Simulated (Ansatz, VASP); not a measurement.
**Ca2Al2O: VASP beside Ansatz**

```
Ca Al O
1.0
     4.69926    0.00000    0.00000
     0.00000    4.69926    0.00000
     0.00000    0.00000    4.21422
Ca Al O
2 2 1
Cartesian
  2.3496 2.3496 2.1071
  0.0000 0.0000 2.1071
  2.3496 0.0000 2.1071
  0.0000 2.3496 2.1071
  0.0000 0.0000 0.0000
```

Alike in both runs: task relaxation of cell and atoms; functional PBE; k mesh 4 × 4 × 4; occupations gaussian, width 0.1 eV; no spin polarisation.

```csv
,VASP,Ansatz
version,VASP 6.6.1,Ansatz 0.2.0
potentials or method,"VASP PAW PBE potentials, release 64 (Ca_sv, Al, O), cutoff 600 eV","scalar-relativistic, plane waves, PAW"
valence electrons in the cell,32,32
```

|  | VASP | Ansatz | Ansatz less VASP |
| --- | --- | --- | --- |
| gap on the k mesh at the Fermi level, each at its own relaxed structure (eV) | none | none | - |
| relaxed volume (Å³/atom) | 32.70 | 34.18 | +1.480 |
| relaxed length of the cell vector where the two differ most in proportion (Å) | 6.242 | 6.386 | +0.1439 |

A gap of «none» marks a metal or a gap that the smearing closes.

The k mesh is coarse, so the values compare programs but aren't converged. Noted on VASP's run: the volume moved by over 15 % at a fixed basis, so the end points are rough.
